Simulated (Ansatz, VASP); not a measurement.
H in VASP and in Ansatz

INCAR

```
PREC = Accurate ; ENCUT = 600
EDIFF = 1E-6 ; ISMEAR = -1
SIGMA = 0.05 ; LREAL = F
LASPH = T ; NELM = 60
ALGO = Normal ; ISIF = 3
LWAVE = F ; LCHARG = F
GGA = PE ; IBRION = 2
NSW = 100 ; EDIFFG = -0.005
```

The input KPOINTS:

```
regular mesh
0
Gamma
  17 17 9
```

Contents of POSCAR:

```
H
1.0
    2.5123336524      0.0000000000      0.0000000000
   -1.2561668262      2.1757447658      0.0000000000
    0.0000000000      0.0000000000      4.0699805169
H
2
Direct
    0.3333333333      0.6666666667      0.2500000000
    0.6666666667      0.3333333333      0.7500000000
```

Input for Ansatz:

```yaml
crystal:
  lattice:
    - [2.5123336524, 0.0, 0.0]
    - [-1.2561668262, 2.1757447658, 0.0]
    - [0.0, 0.0, 4.0699805169]
  atoms:
    - { symbol: H, position: [0.3333333333, 0.6666666667, 0.25] }
    - { symbol: H, position: [0.6666666667, 0.3333333333, 0.75] }
kpoints:
  mp_grid: { grid: [17, 17, 9] }
scf:
  occupations: { method: fermi_dirac, width: 0.05 }
hamiltonian:
  xc: pbe
  pseudopotentials: { kind: paw }
output:
  forces: true
  stress: true
relax:
  f_tol: 0.005
  max_steps: 80
  cell: {}
```

Alike in both runs: task relaxation of cell and atoms; functional PBE; k mesh 17 × 17 × 9; occupations fermi-dirac, width 0.05 eV; no spin polarisation.

|  | VASP | Ansatz |
| --- | --- | --- |
| version | VASP 6.6.1 | Ansatz 0.2.0 |
| potentials or method | VASP PAW PBE potentials, release 64 (H) | PAW with Ansatz's default frozen-core files, scalar-relativistic |
| plane-wave cutoff (eV) | 600 | 420 |
| valence electrons in the cell | 2 | 2 |

Ansatz gave:

```
relaxed volume (Å³/atom)                                     : 3.08
relaxed cell length with the largest relative difference (Å) : 1.905
```

**Question.** What did VASP give for the same quantities?

**Answer.** Relaxed volume (Å³/atom): 5.59; relaxed cell length with the largest relative difference (Å): 1.006.

One of these differences is far larger than is usual between the two programs; its cause wasn't traced.

Noted on VASP's run: the volume moved by over 15 % at a fixed basis, so the end points are rough.
